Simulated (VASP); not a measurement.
Runs of VASP 6.6.1 on MnO. The structure is that of space group Fm-3m (No. 225), or close to it. The cells are those of the table. 

```csv
cell,gap on the mesh (eV),pressure (GPa),moment (μB)
"a = 3.221 Å, angles 60.0°, 2 atoms",none,-23.9,4.50
"a = 3.144 Å, angles 60.0°, 2 atoms",none,-19.5,(a)
"a = 3.170 Å, angles 60.0°, 2 atoms",none,-21.1,4.38
"a = 3.245 Å, angles 60.0°, 2 atoms",none,-25.1,4.55
"a = 3.035 Å, angles 60.0°, 2 atoms",none,-10.0,3.94
"a = 3.091 Å, angles 60.0°, 2 atoms",none,-15.5,4.14
"a = 3.117 Å, angles 60.0°, 2 atoms",none,-17.6,4.23
"a = 3.195 Å, angles 60.0°, 2 atoms",none,-22.6,(b)
"a = 3.063 Å, angles 60.0°, 2 atoms",none,-12.9,4.05
```

Alike in all rows: task single point; level LDA; potentials or basis VASP PAW LDA potentials, release 64 (Mn_pv, O); spin collinear, ferromagnetic start; k mesh 10 × 10 × 10; cutoff (eV) 520; smearing fermi-dirac 0.3 eV.

Problem. Estimate the missing entries.

Solution. (a) 4.31; (b) 4.45.

Caveats: the cell stands under tension; so wide a smearing shifts energies and pressures; a cell with one magnetic atom can't hold antiferromagnetic order, which such compounds often take; semilocal functionals often make such compounds metallic where correlation or magnetic order opens a gap, which also shifts bond lengths.

A gap of «none» marks levels without a gap at the run's occupations.
